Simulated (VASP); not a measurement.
A run of VASP 6.6.1:

File INCAR:

```
SYSTEM = SiW6
  PREC = Accurate
  ENCUT = 520
  EDIFF = 1E-6
  ISMEAR = 0
  SIGMA = 0.1
  LREAL = .False.
  LASPH = .True.
  NELM = 100
  ALGO = Normal
  ISIF = 2
  LWAVE = .False.
  LCHARG = .False.
  LDIPOL = .True.
  IDIPOL = 3
  DIPOL = 0.5 0.5 0.318
  GGA = PE
  IVDW = 12
  NBANDS = 53
```

KPOINTS

```
Automatic mesh
0
Gamma
  6 6 1
  0 0 0
```

The input POSCAR:

```
SiW6
1.0
    4.4682526257      0.0000000000      0.0000000000
   -2.2341263128      3.8696202844      0.0000000000
    0.0000000000      0.0000000000     21.6259061357
W Si
6 1
Direct
    0.6666666667      0.3333333333      0.1849633479
    0.3333333333      0.6666666667      0.2271386095
    0.0000000000      0.0000000000      0.2693138710
    0.6666666667      0.3333333333      0.3085097946
    0.3333333333      0.6666666667      0.3483008428
    0.0000000000      0.0000000000      0.3849968683
    0.0000000000      0.6666666667      0.5005989607
```

Potentials or basis: VASP PAW PBE potentials, release 64 (W_sv, Si).

The run is started by

```bash
$ cat potpaw_PBE.64/W_sv/POTCAR potpaw_PBE.64/Si/POTCAR > POTCAR
$ mpirun -np 1 vasp_std > vasp.out
```

Hardware: 1 thread of Intel(R) Xeon(R) 6975P-C (Granite Rapids) (shared host).

Q: Estimate the wall time of this run.

A: It took 7 min on 1 thread of Intel(R) Xeon(R) 6975P-C (Granite Rapids) (shared host), peak memory 0.67 GiB. Counts: scf iterations 28, k points 20.
